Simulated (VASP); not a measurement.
Here is a VASP 6.6.1 calculation.

File INCAR:

```
PREC = Accurate
ENCUT = 400
EDIFF = 1E-6
ISMEAR = 1
SIGMA = 0.1
LREAL = Auto
LASPH = T
NELM = 120
ALGO = Normal
ISIF = 2
LWAVE = F
LCHARG = F
GGA = PE
NBANDS = 238
GGA_COMPAT = F
```

The input KPOINTS:

```
Automatic mesh
0
Gamma
  1 1 1
```

File POSCAR:

```
Mo
1.0
    0.0000000000      6.3226243300      6.3226243300
    6.3226243300      0.0000000000      6.3226243300
    6.3226243300      6.3226243300      0.0000000000
Mo
31
Direct
   -0.0011728516     -0.0010730513     -0.0009077718
    0.1247691558      0.1246793197      0.1249977001
    0.2513355874      0.2514113471      0.2516003509
    0.4980300640      0.4981493183      0.4983334191
   -0.0011237422     -0.0011422472      0.5025446451
    0.1257027871      0.1258035364      0.6239487425
    0.2513816126      0.2513928421      0.7450196713
    0.3746318580      0.3747632907      0.8750259720
   -0.0011902494      0.5022494354     -0.0008734506
    0.1256932974      0.6236608873      0.1261166975
    0.2513189013      0.7447522981      0.2516186186
    0.3747242247      0.8746716887      0.3750797732
    0.0045923968      0.4980466711      0.4983822912
    0.1257696897      0.6236384283      0.6238831052
    0.2470826066      0.7505562963      0.7508966613
    0.3746618297      0.8747005533      0.8749820820
    0.5022432671     -0.0011733261     -0.0008383386
    0.6236248264      0.1257620979      0.1260230655
    0.7447162372      0.2513638194      0.2516842559
    0.8746609337      0.3746873729      0.3750048044
    0.4980136152      0.0046022029      0.4983394293
    0.6235693114      0.1257799702      0.6239846453
    0.7505104293      0.2471003208      0.7508455749
    0.8746956503      0.3746801765      0.8750466122
    0.4980637526      0.4980969666      0.0049022365
    0.6235723165      0.6236774944      0.1260924987
    0.7505778854      0.7505704518      0.2474205201
    0.8746599057      0.8747536958      0.3750047253
    0.6247154336      0.6246564391      0.6250187887
    0.7505466484      0.7506083317      0.7508055599
    0.8747353490      0.8746425078      0.8749792351
```

Potentials or basis: VASP PAW PBE potentials, release 64 (Mo_sv).

Launch:

```sh
$ cat potpaw_PBE.64/Mo_sv/POTCAR > POTCAR
$ mpirun -np 1 vasp_gam > vasp.out
```

Task: Estimate the pressure.

Result: -13.6 GPa.

Task: Estimate the band gap on the k mesh.

Result: 0.76 eV.

Task: Estimate the largest force.

Result: 0.018 eV/Å.

Forces on the atoms (eV/Å):
```
Mo   0.002  0.009  0.000
Mo   0.002 -0.008 -0.004
Mo   0.006  0.010  0.003
Mo  -0.012 -0.004 -0.012
Mo  -0.005 -0.003  0.001
Mo  -0.002  0.001 -0.003
Mo  -0.008 -0.006  0.002
Mo  -0.004  0.001  0.000
Mo  -0.002  0.007 -0.002
Mo  -0.004 -0.009  0.002
Mo  -0.003  0.009 -0.005
Mo  -0.002 -0.012  0.000
Mo  -0.008  0.009  0.008
Mo   0.012  0.001 -0.001
Mo  -0.007  0.006  0.006
Mo   0.003  0.000  0.002
Mo   0.003 -0.002 -0.003
Mo  -0.001  0.002  0.001
Mo   0.004 -0.005 -0.007
Mo   0.002 -0.001  0.002
Mo   0.012 -0.005  0.012
Mo  -0.003  0.003  0.003
Mo   0.007 -0.001  0.008
Mo   0.000 -0.007  0.001
Mo   0.006  0.010 -0.011
Mo  -0.004  0.001  0.009
Mo   0.003  0.005 -0.006
Mo  -0.002 -0.001  0.000
Mo   0.003 -0.004  0.002
Mo  -0.006  0.000 -0.008
Mo   0.007 -0.006  0.000
```

Caveat: the k points lie up to 0.86 Å⁻¹ apart.
